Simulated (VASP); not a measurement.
# Pb (Fd-3m) in VASP: a series of runs

Pb is run at these levels: revPBE; tasks: relaxation of cell and atoms, single point.

Program: VASP 6.6.1. These are calculated values, not measurements. Logs are shortened: lines on timing, memory, paths and dates and some standing lists are left out, and cuts for length are marked.

**1. The cell of the first run**

Symmetry: Fd-3m, No. 227, cubic system. Conventional cell: a = 6.893 Å, b = 6.893 Å, c = 6.893 Å, α = 90.00°, β = 90.00°, γ = 90.00°. Within 3.9 Å of Pb (site symmetry -43m) lie 4 Pb at 2.98 Å.

**2. Relaxation of cell and atoms, revPBE**

Contents of INCAR:

```
PREC = Accurate
ENCUT = 600
EDIFF = 1E-6
ISMEAR = -1
SIGMA = 0.1
LREAL = F
LASPH = T
NELM = 80
ALGO = Normal
ISIF = 3
LWAVE = F
LCHARG = F
GGA = RE
IBRION = 2
NSW = 80
EDIFFG = -0.01
```

Contents of KPOINTS:

```
Automatic mesh
0
Gamma
  8 8 8
```

Contents of POSCAR:

```
Pb
1.0
    0.0000000000      3.4467278281      3.4467278281
    3.4467278281      0.0000000000      3.4467278281
    3.4467278281      3.4467278281      0.0000000000
Pb
2
Direct
    0.1250000000      0.1250000000      0.1250000000
    0.8750000000      0.8750000000      0.8750000000
```

Potentials or basis: VASP PAW PBE potentials, release 64 (Pb_d).

Launch:

```
cat potpaw_PBE.64/Pb_d/POTCAR > POTCAR
mpirun -np 1 vasp_std > vasp.out
```

OUTCAR:

```text
PREC = Accurate
   ENCUT = 600
   EDIFF = 1E-6
   ISMEAR = -1
   LREAL = F
   LASPH = T
   NELM = 80
   ISIF = 3
   GGA = RE
   IBRION = 2
   NSW = 80
   EDIFFG = -0.01

 ion  position               nearest neighbor table
   1  0.125  0.125  0.125-   2 2.98   2 2.98   2 2.98   2 2.98
   2  0.875  0.875  0.875-   1 2.98   1 2.98   1 2.98   1 2.98

  LATTYP: Found a face centered cubic cell.
 ALAT       =     6.8934556562

  Lattice vectors:

 A1 = (   0.0000000000,   3.4467278281,   3.4467278281)
 A2 = (   3.4467278281,   0.0000000000,   3.4467278281)
 A3 = (   3.4467278281,   3.4467278281,   0.0000000000)

Analysis of symmetry for initial positions (statically):
=====================================================================
 Subroutine PRICEL returns:
 Original cell was already a primitive cell.

 Routine SETGRP: Setting up the symmetry group for a
 face centered cubic supercell.

 Subroutine GETGRP returns: Found 48 space group operations
 (whereof 12 operations were pure point group operations)
 out of a pool of 48 trial point group operations.

The static configuration has the point symmetry D_3d.
 The point group associated with its full space group is O_h .

Analysis of symmetry for dynamics (positions and initial velocities):
=====================================================================
 Subroutine PRICEL returns:
 Original cell was already a primitive cell.

 Routine SETGRP: Setting up the symmetry group for a
 face centered cubic supercell.

 Subroutine GETGRP returns: Found 48 space group operations
 (whereof 12 operations were pure point group operations)
 out of a pool of 48 trial point group operations.

The dynamic configuration has the point symmetry D_3d.
 The point group associated with its full space group is O_h .

 Subroutine INISYM returns: Found 48 space group operations
 (whereof 12 operations are pure point group operations),
 and found     1 'primitive' translations

----------------------------------------------------------------------------------------

                                     Primitive cell

  volume of cell :      81.8938

  direct lattice vectors                    reciprocal lattice vectors
     0.000000000  3.446727828  3.446727828    -0.145065124  0.145065124  0.145065124
     3.446727828  0.000000000  3.446727828     0.145065124 -0.145065124  0.145065124
     3.446727828  3.446727828  0.000000000     0.145065124  0.145065124 -0.145065124

[... 92 lines left out ...]
   TEBEG  =    0.0;   TEEND  =   0.0 temperature during run
   PSTRESS=    0.0 pullay stress
   NELECT =      28.0000    total number of electrons
   NUPDOWN=      -1.0000    fix difference up-down
   EMIN   =  10.00;   EMAX   =-10.00  energy-range for DOS
   EFERMI =   0.00;   METHOD = LEGACY
   ISMEAR =    -1;   SIGMA  =   0.10  broadening in eV -4-tet -1-fermi 0-gaus
   EFERMI_NEDOS =   21; number of points for ismear=-14 and -15
   IALGO  =     38    algorithm
   IMIX   =      4    mixing-type and parameters
     AMIX     =   0.40;   BMIX     =  1.00
     AMIX_MAG =   1.60;   BMIX_MAG =  1.00
  volume/ion in A,a.u.               =      40.95       276.32
  Fermi-wavevector in a.u.,A,eV,Ry     =   1.144750  2.163263 17.829779  1.310452
  Thomas-Fermi vector in A             =   2.281441
   LORBIT       =      0    0 simple, 1 ext, 2 COOP (PROOUT), +10 PAW based schemes
   GGA     = RE    functional components
   LHFCALC =     F    Hartree Fock is set to
   AEXX    =    0.0000 exact exchange contribution
   IVDW    =     0    specifies the selected vdW correction
   LEPSILON=     F    determine dielectric tensor
   LRPA    =     F    only Hartree local field effects (RPA)
 conjugate gradient relaxation of ions
 non-spin polarized calculation
  energy-cutoff  :      600.00
  volume of cell :       81.89
 maximum number of plane-waves:      2764
   NGX = 19   NGY = 19   NGZ = 19

--------------------------------------- Ionic step        1  -------------------------------------------

 number of electron      28.0000004 magnetization

 Free energy of the ion-electron system (eV)
  ---------------------------------------------------
  ext. energy  EPLUGINS =         0.00000000
  ---------------------------------------------------
  free energy    TOTEN  =        -5.96689791 eV

  energy without entropy =       -5.95153774  energy(sigma->0) =       -5.95921782

------------------------ aborting loop because EDIFF is reached ----------------------------------------

  FORCE on cell =-STRESS in cart. coord.  units (eV):
  Direction    XX          YY          ZZ          XY          YZ          ZX
  --------------------------------------------------------------------------------------
  -------------------------------------------------------------------------------------
  Total        1.5407864      1.5407864      1.5407864     -0.0000000      0.0000000     -0.0000000
  in kB       30.1440810     30.1440810     30.1440810     -0.0000000      0.0000000     -0.0000000
  external PRESSURE =      30.1440810 kB  Pullay stress =       0.0000000 kB
[... 59 lines left out ...]
--------------------------------------- Ionic step        3  -------------------------------------------

 number of electron      28.0000001 magnetization

 Free energy of the ion-electron system (eV)
  ---------------------------------------------------
  ext. energy  EPLUGINS =         0.00000000
  ---------------------------------------------------
  free energy    TOTEN  =        -6.04224317 eV

  energy without entropy =       -6.02155433  energy(sigma->0) =       -6.03189875

 E-fermi :   3.5172     XC(G=0):  -7.8106

 val. band max:        3.3189339361   @ k =   0.1250   0.1250   0.0000
 cond. band min:       3.5778715707   @ k =  -0.1250   0.1250   0.0000
 fundamental gap:      0.2589376346
 Fermi energy:         3.5171690262

 k-point     1 :       0.0000    0.0000    0.0000
  band No.  band energies     occupation
      1     -13.5390      2.00000
      2     -13.5390      2.00000
      3     -13.5390      2.00000
      4     -13.4807      2.00000
      5     -13.4807      2.00000
      6     -13.1566      2.00000
[... 481 lines left out ...]
      5     -13.3706      2.00000
      6     -13.2907      2.00000
[... 10 lines left out ...]
     17       7.8807      0.00000
     18       8.2994      0.00000

 [... further k-points ...]

------------------------ aborting loop because EDIFF is reached ----------------------------------------

  FORCE on cell =-STRESS in cart. coord.  units (eV):
  Direction    XX          YY          ZZ          XY          YZ          ZX
  --------------------------------------------------------------------------------------
  -------------------------------------------------------------------------------------
  Total       -0.0007458     -0.0007458     -0.0007458     -0.0000000     -0.0000000      0.0000000
  in kB       -0.0131616     -0.0131616     -0.0131616     -0.0000000     -0.0000000      0.0000000
  external PRESSURE =      -0.0131616 kB  Pullay stress =       0.0000000 kB
[... 17 lines left out ...]
  FREE ENERGIE OF THE ION-ELECTRON SYSTEM (eV)
  ---------------------------------------------------
  free  energy   TOTEN  =        -6.0422431737 eV

  energy  without entropy=       -6.0215543272  energy(sigma->0) =       -6.03189875

 reached required accuracy - stopping structural energy minimisation
```

OSZICAR:

```text
N       E                     dE             d eps       ncg     rms          rms(c)
DAV:   1     0.287671984767E+03    0.28767E+03   -0.15405E+04  1044   0.189E+03
DAV:   2     0.152869169599E+02   -0.27239E+03   -0.26915E+03  1044   0.436E+02
[... 25 lines left out ...]
DAV:   1    -0.605610449881E+01   -0.14166E-01   -0.44674E-01  1120   0.122E+01    0.595E-01
DAV:   2    -0.604404295566E+01    0.12062E-01   -0.27214E-02  1326   0.297E+00    0.219E-01
DAV:   3    -0.604222166948E+01    0.18213E-02   -0.83385E-03  1356   0.153E+00    0.188E-02
DAV:   4    -0.604222597814E+01   -0.43087E-05   -0.17567E-04  1104   0.140E-01    0.884E-03
DAV:   5    -0.604224291042E+01   -0.16932E-04   -0.51612E-05  1332   0.799E-02    0.916E-03
DAV:   6    -0.604224391158E+01   -0.10012E-05   -0.95758E-06  1276   0.528E-02    0.172E-03
DAV:   7    -0.604224317370E+01    0.73788E-06   -0.47857E-07   552   0.812E-03
   3 F= -.60422432E+01 E0= -.60318988E+01  d E =-.753453E-01
```

Wall time 65 s (1 thread of Intel Xeon 6975P-C (Granite Rapids), shared host); peak memory 0.26 GiB.

Results:

| Quantity | Value |
| --- | --- |
| Free energy | -6.0422 eV |
| Relaxed volume | 45.39 Å³/atom |
| Relaxed cell | a = 5.045 Å, b = 5.045 Å, c = 5.045 Å, α = 60.00°, β = 60.00°, γ = 60.00° |
| Space group after relaxing (to 0.05 Å) | Fd-3m (No. 227) |
| Energy gained by relaxing | 37.7 meV/atom |
| Ionic steps | 3 |
| Pressure after relaxing | 0.0 GPa |
| Band gap on the k mesh | zero (band 14 reaches 3.86 eV, above the bottom of band 15 at 2.88 eV) |

The path:
| step | energy change (eV) | largest force (eV/Å) | pressure (GPa) | volume (Å³) |
| --- | --- | --- | --- | --- |
| 1 | 0.0000 | 0.0000 | 3.01 | 81.89 |
| 2 | -0.0750 | 0.0000 | -0.13 | 91.37 |
| 3 | -0.0753 | 0.0000 | 0.00 | 90.79 |

Final structure:
```yaml
crystal:
  lattice:
    - [0.00000, 3.56726, 3.56726]
    - [3.56726, 0.00000, 3.56726]
    - [3.56726, 3.56726, 0.00000]
  atoms:
    - { symbol: Pb, position: [0.12500, 0.12500, 0.12500] }
    - { symbol: Pb, position: [0.87500, 0.87500, 0.87500] }
```

Levels at points of the mesh, in eV from the Fermi level:
| k point | band 11 | band 12 | band 13 | band 14 | band 15 | band 16 | band 17 | band 18 |
| --- | --- | --- | --- | --- | --- | --- | --- | --- |
| (0.00, 0.00, 0.00) | -10.54 | -4.48 | 0.35 | 0.35 | 0.35 | 2.33 | 2.33 | 2.33 |
| (0.50, 0.00, 0.00) | -9.40 | -6.98 | -0.93 | -0.64 | -0.64 | 3.39 | 3.39 | 5.59 |
| (0.50, 0.50, 0.00) | -8.25 | -8.25 | -1.69 | -1.69 | 0.94 | 0.94 | 6.51 | 6.51 |

Caveat: the PAW data sets were made with another functional, which shifts forces and pressure a little; spin-orbit coupling is left out, which moves the levels of the heavy elements.

**3. Single point, revPBE**

This run uses another cell than the first one, of 45.49 Å³/atom, 1.111 times its volume.

Contents of INCAR:

```
SYSTEM = Pb
  PREC = Accurate
  ENCUT = 520
  EDIFF = 1E-7
  ISMEAR = -1
  SIGMA = 0.1
  LREAL = .False.
  LASPH = .True.
  NELM = 80
  ALGO = Normal
  ISIF = 2
  LWAVE = .False.
  LCHARG = .False.
  GGA = RE
  NBANDS = 21
```

Contents of KPOINTS:

```
Automatic mesh
0
Gamma
  13 13 13
  0 0 0
```

Contents of POSCAR:

```
Pb
1.0
    0.0000000000      3.5697553477      3.5697553477
    3.5697553477      0.0000000000      3.5697553477
    3.5697553477      3.5697553477      0.0000000000
Pb
2
Direct
    0.1250000000      0.1250000000      0.1250000000
    0.8750000000      0.8750000000      0.8750000000
```

Potentials or basis: VASP PAW PBE potentials, release 64 (Pb_d).

Launch:

```
cat potpaw_PBE.64/Pb_d/POTCAR > POTCAR
mpirun -np 1 vasp_std > vasp.out
```

Run time: 1.8 min. Hardware: 1 thread of Intel Xeon 6975P-C (Granite Rapids), shared host; peak memory 0.3 GiB.

The run converged. Its results:

* Free energy: -6.0423 eV
* Pressure: 0.0 GPa
* Band gap on the k mesh: zero (band 14 reaches 3.84 eV, above the bottom of band 15 at 2.87 eV)

Levels at points of the mesh, in eV from the Fermi level:
| k point | band 11 | band 12 | band 13 | band 14 | band 15 | band 16 | band 17 | band 18 |
| --- | --- | --- | --- | --- | --- | --- | --- | --- |
| (0.00, 0.00, 0.00) | -10.48 | -4.45 | 0.39 | 0.39 | 0.39 | 2.37 | 2.37 | 2.37 |

Caveat: the PAW data sets were made with another functional, which shifts forces and pressure a little; spin-orbit coupling is left out, which moves the levels of the heavy elements.
